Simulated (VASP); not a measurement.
# Na (P6_3/mmc) in VASP: notebook

Na is run at these levels: PBE; tasks: single point, relaxation of cell and atoms.

Program: VASP 6.6.1. These are calculated values, not measurements. Logs are shortened: lines on timing, memory, paths and dates and some standing lists are left out, and cuts for length are marked.

## (1) The cell of the first run

Symmetry: P6_3/mmc, No. 194, hexagonal system. The conventional cell has a = 3.745 Å, b = 3.745 Å, c = 6.103 Å, α = 90.00°, β = 90.00°, γ = 120.00°. Within 4.9 Å of Na (site symmetry -6m2) lie 12 Na at 3.74 Å.

## (2) Single point, PBE

File INCAR:

```
  ALGO = Normal
  EDIFF = 1E-6
  ENCUT = 520
  GGA = PE
  ISIF = 2
  ISMEAR = 0
  LASPH = T
  LCHARG = F
  LREAL = F
  LWAVE = F
  NBANDS = 14
  NELM = 100
  PREC = Accurate
  SIGMA = 0.1
```

File KPOINTS:

```
k-points
0
Gamma
  15 15 8
```

File POSCAR:

```
Na
1.0
    3.7449956804      0.0000000000      0.0000000000
   -1.8724978402      3.2432613963      0.0000000000
    0.0000000000      0.0000000000      6.1030356778
Na
2
Direct
    0.3333333333      0.6666666667      0.2500000000
    0.6666666667      0.3333333333      0.7500000000
```

Potentials or basis: VASP PAW PBE potentials, release 64 (Na_pv).

Command:

```bash
cat potpaw_PBE.64/Na_pv/POTCAR > POTCAR
mpirun -np 1 vasp_std > vasp.out
```

OUTCAR:

```text
EDIFF = 1E-6
   ENCUT = 520
   GGA = PE
   ISIF = 2
   ISMEAR = 0
   LASPH = T
   LREAL = F
   NELM = 100
   PREC = Accurate

 ion  position               nearest neighbor table
   1  0.333  0.667  0.250-
   2  0.667  0.333  0.750-

  LATTYP: Found a hexagonal cell.
 ALAT       =     3.7449956804
 C/A-ratio  =     1.6296509258

  Lattice vectors:

 A1 = (   3.7449956804,   0.0000000000,   0.0000000000)
 A2 = (  -1.8724978402,   3.2432613963,   0.0000000000)
 A3 = (   0.0000000000,   0.0000000000,   6.1030356778)

Analysis of symmetry for initial positions (statically):
=====================================================================
 Subroutine PRICEL returns:
 Original cell was already a primitive cell.

 Routine SETGRP: Setting up the symmetry group for a
 hexagonal supercell.

 Subroutine GETGRP returns: Found 24 space group operations
 (whereof 12 operations were pure point group operations)
 out of a pool of 24 trial point group operations.

The static configuration has the point symmetry D_3d.
 The point group associated with its full space group is D_6h.

Analysis of symmetry for dynamics (positions and initial velocities):
=====================================================================
 Subroutine PRICEL returns:
 Original cell was already a primitive cell.

 Routine SETGRP: Setting up the symmetry group for a
 hexagonal supercell.

 Subroutine GETGRP returns: Found 24 space group operations
 (whereof 12 operations were pure point group operations)
 out of a pool of 24 trial point group operations.

The dynamic configuration has the point symmetry D_3d.
 The point group associated with its full space group is D_6h.

 Subroutine INISYM returns: Found 24 space group operations
 (whereof 12 operations are pure point group operations),
 and found     1 'primitive' translations

----------------------------------------------------------------------------------------

                                     Primitive cell

  volume of cell :      74.1275

  direct lattice vectors                    reciprocal lattice vectors
     3.744995680  0.000000000  0.000000000     0.267023005  0.154165804  0.000000000
    -1.872497840  3.243261396  0.000000000     0.000000000  0.308331608  0.000000000
     0.000000000  0.000000000  6.103035678     0.000000000  0.000000000  0.163852884

  length of vectors
     3.744995680  3.744995680  6.103035678     0.308331608  0.308331608  0.163852884

  position of ions in fractional coordinates (direct lattice)
[... 85 lines left out ...]
   ISIF   =      2    stress and relaxation
   ISYM   =      2    0-nonsym 1-usesym 2-fastsym
   POTIM  = 0.5000    time-step for ionic-motion
   TEBEG  =    0.0;   TEEND  =   0.0 temperature during run
   PSTRESS=    0.0 pullay stress
   NELECT =      14.0000    total number of electrons
   NUPDOWN=      -1.0000    fix difference up-down
   EMIN   =  10.00;   EMAX   =-10.00  energy-range for DOS
   EFERMI =   0.00;   METHOD = LEGACY
   ISMEAR =     0;   SIGMA  =   0.10  broadening in eV -4-tet -1-fermi 0-gaus
   EFERMI_NEDOS =   21; number of points for ismear=-14 and -15
   IALGO  =     38    algorithm
   IMIX   =      4    mixing-type and parameters
     AMIX     =   0.40;   BMIX     =  1.00
     AMIX_MAG =   1.60;   BMIX_MAG =  1.00
  volume/ion in A,a.u.               =      37.06       250.12
  Fermi-wavevector in a.u.,A,eV,Ry     =   0.939271  1.774966 12.003479  0.882231
  Thomas-Fermi vector in A             =   2.066567
   LORBIT       =      0    0 simple, 1 ext, 2 COOP (PROOUT), +10 PAW based schemes
   GGA     = PE    functional components
   LHFCALC =     F    Hartree Fock is set to
   AEXX    =    0.0000 exact exchange contribution
   IVDW    =     0    specifies the selected vdW correction
   LEPSILON=     F    determine dielectric tensor
   LRPA    =     F    only Hartree local field effects (RPA)
 non-spin polarized calculation
 Gauss-broadening in eV      SIGMA  =   0.10
  energy-cutoff  :      520.00
  volume of cell :       74.13
 maximum number of plane-waves:      2016
 NGX is ok and might be reduce to    28
   NGX = 13   NGY = 13   NGZ = 23

 number of electron      14.0000001 magnetization

 Free energy of the ion-electron system (eV)
  ---------------------------------------------------
  ext. energy  EPLUGINS =         0.00000000
  ---------------------------------------------------
  free energy    TOTEN  =        -2.62370192 eV

  energy without entropy =       -2.61772523  energy(sigma->0) =       -2.62071358

 E-fermi :   0.3473     XC(G=0):  -6.5022

 val. band max:        0.3450226966   @ k =   0.2667   0.0000   0.2500
 cond. band min:       0.3502110069   @ k =   0.2000   0.2000   0.3750
 fundamental gap:      0.0051883103
 Fermi energy:         0.3473191701

 k-point     1 :       0.0000    0.0000    0.0000
  band No.  band energies     occupation
      1     -24.6025      2.00000
      2     -24.5724      2.00000
      3     -24.5724      2.00000
      4     -24.5675      2.00000
      5     -24.5675      2.00000
      6     -24.5673      2.00000
      7      -2.9504      2.00000
      8       0.8932      0.00000
      9       1.3015      0.00000
     10      10.2933      0.00000
     11      10.2933      0.00000
     12      10.6557      0.00000
     13      10.6557      0.00000
     14      10.8088      0.00000
[... 377 lines left out ...]
      1     -24.5961      2.00000
      2     -24.5908      2.00000
      3     -24.5852      2.00000
      4     -24.5846      2.00000
      5     -24.5782      2.00000
      6     -24.5775      2.00000
      7       0.9703      0.00000
      8       1.1025      0.00000
      9       3.6099      0.00000
     10       4.6006      0.00000
     11       4.6024      0.00000
     12       5.0556      0.00000
     13       6.1636      0.00000
     14       7.2822      0.00000

 [... further k-points ...]
[... 5 lines left out ...]
  --------------------------------------------------------------------------------------
  -------------------------------------------------------------------------------------
  Total        0.0047678      0.0047678     -0.0001290      0.0000000     -0.0000000      0.0000000
  in kB        0.1030496      0.1030496     -0.0027889      0.0000000     -0.0000000      0.0000000
  external PRESSURE =       0.0677701 kB  Pullay stress =       0.0000000 kB

 VOLUME and BASIS-vectors are now :
 -----------------------------------------------------------------------------
  energy-cutoff  :      520.00
  volume of cell :       74.13
      direct lattice vectors                 reciprocal lattice vectors
     3.744995680  0.000000000  0.000000000     0.267023005  0.154165804  0.000000000
    -1.872497840  3.243261396  0.000000000     0.000000000  0.308331608  0.000000000
     0.000000000  0.000000000  6.103035678     0.000000000  0.000000000  0.163852884

 POSITION                                       TOTAL-FORCE (eV/Angst)
 -----------------------------------------------------------------------------------
     -0.00000      2.16217      1.52576         0.000000     -0.000000      0.000000
      1.87250      1.08109      4.57728        -0.000000      0.000000      0.000000
 -----------------------------------------------------------------------------------
    total drift:                               -0.000000      0.000000     -0.000000

  FREE ENERGIE OF THE ION-ELECTRON SYSTEM (eV)
  ---------------------------------------------------
  free  energy   TOTEN  =        -2.6237019239 eV

  energy  without entropy=       -2.6177252341  energy(sigma->0) =       -2.62071358
```

stdout:

```text
POSCAR found type information on POSCAR Na
 POSCAR found :  1 types and       2 ions
 scaLAPACK will be used
 LDA part: xc-table for (Slater+PW92), standard interpolation
 POSCAR, INCAR and KPOINTS ok, starting setup
 FFT: planning ... GRIDC
 FFT: planning ... GRID_SOFT
 FFT: planning ... GRID
 WAVECAR not read
 entering main loop
```

It took 34 s on 1 thread of Intel Xeon 6975P-C (Granite Rapids), shared host; peak memory 0.24 GiB.

What came out:

- Free energy: -2.6237 eV
- Pressure: 0.0 GPa
- Band gap on the k mesh: zero (band 7 reaches 2.40 eV, above the bottom of band 8 at -1.92 eV)

## (3) Relaxation of cell and atoms, PBE

This run uses another cell than the first one, of 37.81 Å³/atom, 1.020 times its volume.

File INCAR:

```
PREC = Accurate ; ENCUT = 600
EDIFF = 1E-7 ; ISMEAR = 0
SIGMA = 0.1 ; LREAL = F
LASPH = T ; NELM = 100
ALGO = Normal ; ISIF = 3
LWAVE = F ; LCHARG = F
GGA = PE ; IBRION = 2
NSW = 100 ; EDIFFG = -0.005
```

File KPOINTS:

```
regular mesh
0
Gamma
  15 15 8
```

File POSCAR:

```
Na
1.0
    3.7670009976      0.0000000000      0.0000000000
   -1.8835004988      3.2623185600      0.0000000000
    0.0000000000      0.0000000000      6.1540000000
Na
2
Direct
    0.3333333333      0.6666666667      0.2500000000
    0.6666666667      0.3333333333      0.7500000000
```

Potentials or basis: VASP PAW PBE potentials, release 64 (Na_pv).

Command:

```bash
cat potpaw_PBE.64/Na_pv/POTCAR > POTCAR
mpirun -np 1 vasp_std > vasp.out
```

It took 2.6 min on 1 thread of Intel Xeon 6975P-C (Granite Rapids), shared host; peak memory 0.27 GiB.

It converged, with:

* Free energy: -2.6237 eV
* Relaxed volume: 37.02 Å³/atom
* Relaxed cell: a = 3.743 Å, b = 3.743 Å, c = 6.105 Å, α = 90.00°, β = 90.00°, γ = 120.00°
* Space group after relaxing (to 0.05 Å): P6_3/mmc (No. 194)
* Energy gained by relaxing: 0.4 meV/atom
* Ionic steps: 6
* Pressure after relaxing: 0.0 GPa
* Band gap on the k mesh: zero (band 7 reaches 2.41 eV, above the bottom of band 8 at -1.92 eV)

Step by step:
```tsv
step	energy change (eV)	largest force (eV/Å)	pressure (GPa)	volume (Å³)
1	0.0000	0.0000	-0.15	75.63
2	-0.0003	0.0000	-0.10	75.25
3	-0.0005	0.0000	-0.08	74.98
4	-0.0007	0.0000	-0.04	74.46
5	-0.0006	0.0000	0.07	73.41
6	-0.0007	0.0000	0.01	74.05
```

Final structure:
```
Na
1.0
     3.74257    0.00000    0.00000
    -1.87128    3.24116    0.00000
     0.00000    0.00000    6.10453
Na
2
Direct
  0.33333 0.66667 0.25000
  0.66667 0.33333 0.75000
```

Levels at points of the mesh, in eV from the Fermi level:
```tsv
k point	band 5	band 6	band 7	band 8	band 9	band 10
(0.00, 0.00, 0.00)	-24.91	-24.91	-3.30	0.54	0.95	9.96
(0.00, 0.00, 0.50)	-24.92	-24.92	-2.27	-2.27	5.52	5.52
```

## (4) Single point, PBE

File INCAR:

```
  PREC = Accurate
  ENCUT = 520
  EDIFF = 1E-6
  ISMEAR = 0
  SIGMA = 0.15
  LREAL = F
  LASPH = T
  NELM = 100
  ALGO = Normal
  ISIF = 2
  LWAVE = F
  LCHARG = T
  GGA = PE
  LELF = T
  LVHAR = T
  NBANDS = 14
```

File KPOINTS:

```
Automatic mesh
0
Gamma
  15 15 8
```

File POSCAR:

```
Na
1.0
    3.7449956804      0.0000000000      0.0000000000
   -1.8724978402      3.2432613963      0.0000000000
    0.0000000000      0.0000000000      6.1030356778
Na
2
Direct
    0.3333333333      0.6666666667      0.2500000000
    0.6666666667      0.3333333333      0.7500000000
```

Command:

```bash
cat potpaw_PBE.64/Na_pv/POTCAR > POTCAR
mpirun -np 1 vasp_std > vasp.out
```

Wall time 38 s (1 thread of Intel Xeon 6975P-C (Granite Rapids), shared host); peak memory 0.24 GiB.

The run converged. Its results:

```yaml
Free_energy: -2.6272 eV
Pressure: 0.0 GPa
Band_gap_on_the_k_mesh: zero (band 7 reaches 2.40 eV, above the bottom of band 8 at -1.92 eV)
```

Levels at points of the mesh, in eV from the Fermi level:
```
           k point  band 3  band 4  band 5  band 6  band 7  band 8  band 9  band 10  band 11  band 12
(0.00, 0.00, 0.00)  -24.91  -24.91  -24.91  -24.91   -3.29    0.55    0.96     9.95     9.95    10.31
(0.00, 0.00, 0.50)  -24.91  -24.91  -24.91  -24.91   -2.26   -2.26    5.54     5.54    10.54    10.54
```

## (5) Summary

```csv
task,cell,cutoff (eV),smearing,gap on the mesh (eV),pressure (GPa)
single point,"a = 3.745, b = 3.745, c = 6.103 Å, angles 90.0, 90.0, 120.0°, 2 atoms",520,gaussian 0.1 eV,none,0.0
relaxation of cell and atoms,"relaxed from a = 3.767, b = 3.767, c = 6.154 Å, angles 90.0, 90.0, 120.0°, 2 atoms",600,gaussian 0.1 eV,none,0.0
single point,"a = 3.745, b = 3.745, c = 6.103 Å, angles 90.0, 90.0, 120.0°, 2 atoms",520,gaussian 0.15 eV,none,0.0
```

Alike in all rows: level PBE; potentials or basis VASP PAW PBE potentials, release 64 (Na_pv); no spin polarisation; k mesh 15 × 15 × 8.

Absolute energies hang on the potentials; compare differences alone.
